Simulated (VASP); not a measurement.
Li (a cell with a defect), 17 atoms in the cell. The cell holds a defect, 17 atoms: a = 6.980 Å, b = 6.980 Å, c = 6.980 Å, α = 90.00°, β = 90.00°, γ = 90.00°. 

* Program: VASP 6.6.1
* Task: single point
* Functional: PBEsol
* Potentials or basis: VASP PAW PBE potentials, release 64 (Li_sv)
* Cutoff: 520 eV
* k mesh: 3 × 3 × 3
* Occupations: fermi-dirac, width 0.15 eV
* Spin: no spin polarisation
* Dipole correction: no
* Further INCAR settings: LREAL = Auto; ALGO = Normal; EDIFF = 1e-06; NBANDS = 40

Potentials or basis: VASP PAW PBE potentials, release 64 (Li_sv).

Launch:

```sh
$ cat potpaw_PBE.64/Li_sv/POTCAR > POTCAR
$ mpirun -np 1 vasp_std > vasp.out
```

Hardware: 1 thread of AMD EPYC 9R45 96-Core Processor (Zen 5), on a shared host.

How long does it take, and how much memory?

It took 2.9 min on 1 thread of AMD EPYC 9R45 96-Core Processor (Zen 5), with other jobs on the host, peak memory 0.37 GiB. Counts: scf iterations 14, k points 14.
